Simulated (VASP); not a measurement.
Write the native input for VASP 6.6.1 that does the following.

```yaml
Task: single point
Functional: PBE
Potentials_or_basis: VASP PAW PBE potentials, release 64 (Bi_d, Te)
Cutoff: 520 eV
k_mesh: 4 × 4 × 4
Occupations: gaussian, width 0.1 eV
Spin: no spin polarisation
Dipole_correction: no
Further_INCAR_settings: ALGO = Normal; EDIFF = 1e-06; NBANDS = 24
```

The structure of BiTe3 lies in POSCAR:

```
BiTe3
1.0
    4.9097484006      0.0000000000      0.0000000000
    0.0000000000      4.9097484006      0.0000000000
    0.0000000000      0.0000000000      4.9097484006
Bi Te
1 3
Direct
    0.0000000000      0.0000000000      0.0000000000
    0.0000000000      0.5000000000      0.5000000000
    0.5000000000      0.0000000000      0.5000000000
    0.5000000000      0.5000000000      0.0000000000
```

These files were run (other wordings do the same):

INCAR

```
PREC = Accurate ; ENCUT = 520
EDIFF = 1E-6 ; ISMEAR = 0
SIGMA = 0.1 ; LREAL = F
LASPH = T ; NELM = 60
ALGO = Normal ; ISIF = 2
LWAVE = F ; LCHARG = F
GGA = PE ; NBANDS = 24
```

KPOINTS

```
regular mesh
0
Gamma
  4 4 4
```

Potentials or basis: VASP PAW PBE potentials, release 64 (Bi_d, Te).

Command:

```bash
$ cat potpaw_PBE.64/Bi_d/POTCAR potpaw_PBE.64/Te/POTCAR > POTCAR
$ mpirun -np 1 vasp_std > vasp.out
```

Results of the run:

| Property | Result |
| --- | --- |
| Pressure | -0.2 GPa |

Run time: 38 s on 1 thread of AMD EPYC 7R13 Processor (Zen 3), with other jobs on the host, peak memory 0.21 GiB.
